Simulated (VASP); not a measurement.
TiCo, 2 atoms in the cell. The structure is cubic, space group Pm-3m (No. 221). Conventional cell: a = 2.986 Å, b = 2.986 Å, c = 2.986 Å, α = 90.00°, β = 90.00°, γ = 90.00°. Co (site symmetry m-3m) has 8 Ti at 2.59 Å and 6 Co at 2.99 Å within 3.4 Å. Within 3.4 Å of Ti (site symmetry m-3m) lie 8 Co at 2.59 Å and 6 Ti at 2.99 Å. 

```yaml
Program: VASP 6.6.1
Task: single point
Functional: PBE
Potentials_or_basis: VASP PAW PBE potentials, release 64 (Co, Ti_sv)
Cutoff: 520 eV
k_mesh: 9 × 9 × 9
Occupations: gaussian, width 0.1 eV
Spin: collinear spin, ferromagnetic start
Starting_moments: "[2.0, 1.0] μB"
Dipole_correction: no
Further_INCAR_settings: ALGO = Fast; EDIFF = 1e-07; NBANDS = 22
```

Potentials or basis: VASP PAW PBE potentials, release 64 (Co, Ti_sv).

Command:

```console
$ cat potpaw_PBE.64/Co/POTCAR potpaw_PBE.64/Ti_sv/POTCAR > POTCAR
$ mpirun -np 1 vasp_std > vasp.out
```

Hardware: 1 thread of Intel(R) Xeon(R) Platinum 8488C (Sapphire Rapids) (shared host).

Question: Estimate the wall time of this run.

Answer: Wall time 37 s on 1 thread of Intel(R) Xeon(R) Platinum 8488C (Sapphire Rapids), with other jobs on the host, peak memory 0.16 GiB. Counts: scf iterations 20, k points 35.
